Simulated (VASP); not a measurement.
# RbBr (F-43m) in VASP: notebook

Aim: see how the results for RbBr move with the level of theory and the settings. Levels: PBE, r2SCAN. Tasks: single point.

Everything below comes from runs of VASP 6.6.1. Logs are shortened: lines on timing, memory, paths and dates and some standing lists are left out, and cuts for length are marked.

## 1. The cell of the first run

It takes space group F-43m (No. 216, cubic). The conventional cell has a = 7.739 Å, b = 7.739 Å, c = 7.739 Å, α = 90.00°, β = 90.00°, γ = 90.00°. Rb (site symmetry -43m) has 4 Br at 3.35 Å within 4.4 Å. Br (site symmetry -43m) has 4 Rb at 3.35 Å within 4.4 Å.

## 2. Single point, PBE

INCAR

```
  PREC = Accurate
  ENCUT = 520
  EDIFF = 1E-7
  ISMEAR = 0
  SIGMA = 0.01
  LREAL = F
  LASPH = T
  NELM = 100
  ALGO = Normal
  ISIF = 2
  LWAVE = F
  LCHARG = F
  GGA = PE
  NBANDS = 15
```

KPOINTS

```
regular mesh
0
Gamma
  4 4 4
```

POSCAR

```
RbBr
1.0
    0.0000000000      3.8694968646      3.8694968646
    3.8694968646      0.0000000000      3.8694968646
    3.8694968646      3.8694968646      0.0000000000
Rb Br
1 1
Direct
    0.0000000000      0.0000000000      0.0000000000
    0.2500000000      0.2500000000      0.2500000000
```

Potentials or basis: VASP PAW PBE potentials, release 64 (Rb_sv, Br).

On the command line:

```bash
cat potpaw_PBE.64/Rb_sv/POTCAR potpaw_PBE.64/Br/POTCAR > POTCAR
mpirun -np 1 vasp_std > vasp.out
```

OUTCAR:

```text
PREC = Accurate
   ENCUT = 520
   EDIFF = 1E-7
   ISMEAR = 0
   LREAL = F
   LASPH = T
   NELM = 100
   ISIF = 2
   GGA = PE

 ion  position               nearest neighbor table
   1  0.000  0.000  0.000-   2 3.35   2 3.35   2 3.35   2 3.35
   2  0.250  0.250  0.250-   1 3.35   1 3.35   1 3.35   1 3.35

  LATTYP: Found a face centered cubic cell.
 ALAT       =     7.7389937292

  Lattice vectors:

 A1 = (   0.0000000000,   3.8694968646,   3.8694968646)
 A2 = (   3.8694968646,   0.0000000000,   3.8694968646)
 A3 = (   3.8694968646,   3.8694968646,   0.0000000000)

Analysis of symmetry for initial positions (statically):
=====================================================================
 Subroutine PRICEL returns:
 Original cell was already a primitive cell.

 Routine SETGRP: Setting up the symmetry group for a
 face centered cubic supercell.

 Subroutine GETGRP returns: Found 24 space group operations
 (whereof 24 operations were pure point group operations)
 out of a pool of 48 trial point group operations.

The static configuration has the point symmetry T_d .

Analysis of symmetry for dynamics (positions and initial velocities):
=====================================================================
 Subroutine PRICEL returns:
 Original cell was already a primitive cell.

 Routine SETGRP: Setting up the symmetry group for a
 face centered cubic supercell.

 Subroutine GETGRP returns: Found 24 space group operations
 (whereof 24 operations were pure point group operations)
 out of a pool of 48 trial point group operations.

The dynamic configuration has the point symmetry T_d .

 Subroutine INISYM returns: Found 24 space group operations
 (whereof 24 operations are pure point group operations),
 and found     1 'primitive' translations

----------------------------------------------------------------------------------------

                                     Primitive cell

  volume of cell :     115.8760

  direct lattice vectors                    reciprocal lattice vectors
     0.000000000  3.869496865  3.869496865    -0.129215766  0.129215766  0.129215766
     3.869496865  0.000000000  3.869496865     0.129215766 -0.129215766  0.129215766
     3.869496865  3.869496865  0.000000000     0.129215766  0.129215766 -0.129215766

  length of vectors
     5.472294945  5.472294945  5.472294945     0.223808271  0.223808271  0.223808271

  position of ions in fractional coordinates (direct lattice)
     0.000000000  0.000000000  0.000000000
     0.250000000  0.250000000  0.250000000

  ion indices of the primitive-cell ions
   primitive index   ion index
                 1           1
                 2           2

----------------------------------------------------------------------------------------

 KPOINTS: regular mesh

Automatic generation of k-mesh.
 Grid dimensions read from file:
 generate k-points for:    4    4    4

 Generating k-lattice:

  Cartesian coordinates                     Fractional coordinates (reciprocal lattice)
    -0.032303941  0.032303941  0.032303941     0.250000000  0.000000000  0.000000000
     0.032303941 -0.032303941  0.032303941     0.000000000  0.250000000  0.000000000
     0.032303941  0.032303941 -0.032303941     0.000000000  0.000000000  0.250000000

  Length of vectors
     0.055952068  0.055952068  0.055952068

  Shift w.r.t. Gamma in fractional coordinates (k-lattice)
     0.000000000  0.000000000  0.000000000

 Subroutine IBZKPT returns following result:
 ===========================================

 Found      8 irreducible k-points:

 Following reciprocal coordinates:
            Coordinates               Weight
  0.000000  0.000000  0.000000      1.000000
  0.250000  0.000000  0.000000      8.000000
  0.500000  0.000000  0.000000      4.000000
  0.250000  0.250000  0.000000      6.000000
  0.500000  0.250000  0.000000     24.000000
 -0.250000  0.250000  0.000000     12.000000
  0.500000  0.500000  0.000000      3.000000
 -0.250000  0.500000  0.250000      6.000000
   k-points           NKPTS =      8   k-points in BZ     NKDIM =      8   number of bands    NBANDS=     15
   number of dos      NEDOS =    301   number of ions     NIONS =      2
   total plane-waves  NPLWV =  74088
   dimension x,y,z NGX =    42 NGY =   42 NGZ =   42
   dimension x,y,z NGXF=    84 NGYF=   84 NGZF=   84
   ions per type =               1   1
   NGX,Y,Z   is equivalent  to a cutoff of  12.76, 12.76, 12.76 a.u.
   NGXF,Y,Z  is equivalent  to a cutoff of  25.52, 25.52, 25.52 a.u.
 SYSTEM =  unknown system
   PREC   = accura    normal or accurate (medium, high low for compatibility)
   ISTART =      0    job   : 0-new  1-cont  2-samecut
   ICHARG =      2    charge: 1-file 2-atom 10-const
   ISPIN  =      1    spin polarized calculation?
   LNONCOLLINEAR =      F non collinear calculations
   LSORBIT =      F    spin-orbit coupling
   LASPH  =      T    aspherical Exc in radial PAW
   ENCUT  =  520.0 eV  38.22 Ry    6.18 a.u.  10.17 10.17 10.17*2*pi/ulx,y,z
   NELM   =    100;   NELMIN=  2; NELMDL= -5     # of ELM steps
   EDIFF  = 0.1E-06   stopping-criterion for ELM
   LREAL  =      F    real-space projection
   EDIFFG = 0.1E-05   stopping-criterion for IOM
   NSW    =      0    number of steps for IOM
   IBRION =     -1    ionic relax: 0-MD 1-quasi-New 2-CG
   NFREE  =      0    steps in history (QN), initial steepest desc. (CG)
   ISIF   =      2    stress and relaxation
   ISYM   =      2    0-nonsym 1-usesym 2-fastsym
   POTIM  = 0.5000    time-step for ionic-motion
   TEBEG  =    0.0;   TEEND  =   0.0 temperature during run
   PSTRESS=    0.0 pullay stress
   NELECT =      16.0000    total number of electrons
   NUPDOWN=      -1.0000    fix difference up-down
   EMIN   =  10.00;   EMAX   =-10.00  energy-range for DOS
   EFERMI =   0.00;   METHOD = LEGACY
   ISMEAR =     0;   SIGMA  =   0.01  broadening in eV -4-tet -1-fermi 0-gaus
   EFERMI_NEDOS =   21; number of points for ismear=-14 and -15
   IALGO  =     38    algorithm
   IMIX   =      4    mixing-type and parameters
     AMIX     =   0.40;   BMIX     =  1.00
     AMIX_MAG =   1.60;   BMIX_MAG =  1.00
  volume/ion in A,a.u.               =      57.94       390.98
  Fermi-wavevector in a.u.,A,eV,Ry     =   0.846156  1.599003  9.741494  0.715980
  Thomas-Fermi vector in A             =   1.961458
   LORBIT       =      0    0 simple, 1 ext, 2 COOP (PROOUT), +10 PAW based schemes
   GGA     = PE    functional components
   LHFCALC =     F    Hartree Fock is set to
   AEXX    =    0.0000 exact exchange contribution
   IVDW    =     0    specifies the selected vdW correction
   LEPSILON=     F    determine dielectric tensor
   LRPA    =     F    only Hartree local field effects (RPA)
 non-spin polarized calculation
 Gauss-broadening in eV      SIGMA  =   0.01
  energy-cutoff  :      520.00
  volume of cell :      115.88
 maximum number of plane-waves:      3142
 NGX is ok and might be reduce to    42
   NGX = 21   NGY = 21   NGZ = 21

 number of electron      15.9999998 magnetization

 Free energy of the ion-electron system (eV)
  ---------------------------------------------------
  ext. energy  EPLUGINS =         0.00000000
  ---------------------------------------------------
  free energy    TOTEN  =        -5.92750078 eV

  energy without entropy =       -5.92750078  energy(sigma->0) =       -5.92750078

 E-fermi :  -3.0237     XC(G=0):  -5.7334

 val. band max:       -3.0809768335   @ k =   0.5000   0.5000   0.0000
 cond. band min:       0.9940702327   @ k =   0.0000   0.0000   0.0000
 fundamental gap:      4.0750470662
 Fermi energy:        -3.0237039981

 k-point     1 :       0.0000    0.0000    0.0000
  band No.  band energies     occupation
      1     -27.6698      2.00000
      2     -14.9552      2.00000
      3     -11.7769      2.00000
      4     -11.7769      2.00000
      5     -11.7769      2.00000
      6      -3.1690      2.00000
      7      -3.1690      2.00000
      8      -3.1690      2.00000
      9       0.9941      0.00000
     10       5.0772      0.00000
     11       5.0772      0.00000
     12       6.0422      0.00000
     13       6.0422      0.00000
     14       6.0422      0.00000
     15       7.0471      0.00000

 k-point     2 :       0.2500    0.0000    0.0000
  band No.  band energies     occupation
      1     -27.6688      2.00000
      2     -14.9774      2.00000
      3     -11.7830      2.00000
      4     -11.7830      2.00000
      5     -11.7526      2.00000
      6      -3.2957      2.00000
      7      -3.1453      2.00000
      8      -3.1453      2.00000
      9       1.8033      0.00000
     10       4.7234      0.00000
     11       4.7234      0.00000
     12       5.1075      0.00000
     13       5.9898      0.00000
     14       6.5162      0.00000
     15       6.5162      0.00000

 k-point     3 :       0.5000    0.0000    0.0000
  band No.  band energies     occupation
      1     -27.6677      2.00000
      2     -14.9991      2.00000
      3     -11.7890      2.00000
      4     -11.7890      2.00000
      5     -11.7299      2.00000
      6      -3.3790      2.00000
      7      -3.1228      2.00000
      8      -3.1228      2.00000
      9       3.1903      0.00000
     10       3.4020      0.00000
     11       4.7247      0.00000
     12       4.7247      0.00000
     13       6.1046      0.00000
     14       6.1046      0.00000
     15       6.6271      0.00000
[... 55 lines left out ...]
 k-point     7 :       0.5000    0.5000    0.0000
  band No.  band energies     occupation
      1     -27.6670      2.00000
      2     -15.0131      2.00000
      3     -11.8063      2.00000
      4     -11.8063      2.00000
      5     -11.6871      2.00000
      6      -3.4739      2.00000
      7      -3.0810      2.00000
      8      -3.0810      2.00000
      9       2.8393      0.00000
     10       3.6501      0.00000
     11       5.3426      0.00000
     12       5.8691      0.00000
     13       5.9665      0.00000
     14       5.9665      0.00000
     15       6.4267      0.00000

 k-point     8 :      -0.2500    0.5000    0.2500
  band No.  band energies     occupation
      1     -27.6670      2.00000
      2     -15.0128      2.00000
      3     -11.8179      2.00000
      4     -11.8067      2.00000
      5     -11.6758      2.00000
      6      -3.3370      2.00000
      7      -3.2235      2.00000
      8      -3.0821      2.00000
      9       2.9729      0.00000
     10       3.6433      0.00000
     11       5.2776      0.00000
     12       5.4309      0.00000
     13       5.6966      0.00000
     14       5.9620      0.00000
     15       6.9193      0.00000

------------------------ aborting loop because EDIFF is reached ----------------------------------------

  FORCE on cell =-STRESS in cart. coord.  units (eV):
  Direction    XX          YY          ZZ          XY          YZ          ZX
  --------------------------------------------------------------------------------------
  -------------------------------------------------------------------------------------
  Total        0.1367619      0.1367619      0.1367619      0.0000000      0.0000000     -0.0000000
  in kB        1.8909589      1.8909589      1.8909589      0.0000000      0.0000000     -0.0000000
  external PRESSURE =       1.8909589 kB  Pullay stress =       0.0000000 kB

 VOLUME and BASIS-vectors are now :
 -----------------------------------------------------------------------------
  energy-cutoff  :      520.00
  volume of cell :      115.88
      direct lattice vectors                 reciprocal lattice vectors
     0.000000000  3.869496865  3.869496865    -0.129215766  0.129215766  0.129215766
     3.869496865  0.000000000  3.869496865     0.129215766 -0.129215766  0.129215766
     3.869496865  3.869496865  0.000000000     0.129215766  0.129215766 -0.129215766

 POSITION                                       TOTAL-FORCE (eV/Angst)
 -----------------------------------------------------------------------------------
      0.00000      0.00000      0.00000        -0.000000     -0.000000     -0.000000
      1.93475      1.93475      1.93475         0.000000      0.000000      0.000000
 -----------------------------------------------------------------------------------
    total drift:                                0.000000      0.000000      0.000000

  FREE ENERGIE OF THE ION-ELECTRON SYSTEM (eV)
  ---------------------------------------------------
  free  energy   TOTEN  =        -5.9275007791 eV

  energy  without entropy=       -5.9275007791  energy(sigma->0) =       -5.92750078
```

Wall time 13 s (1 thread of Intel Xeon Platinum 8488C (Sapphire Rapids), shared host); peak memory 0.24 GiB.

What came out:

| Quantity | Value |
| --- | --- |
| Free energy | -5.9275 eV |
| Pressure | 0.2 GPa |
| Band gap on the k mesh | 4.08 eV, indirect (least direct gap 4.16 eV) |

A k mesh can miss the band edges. Expect the measured gap to be larger: semilocal functionals such as PBE lack the derivative discontinuity.

[end of part 1 of 2]
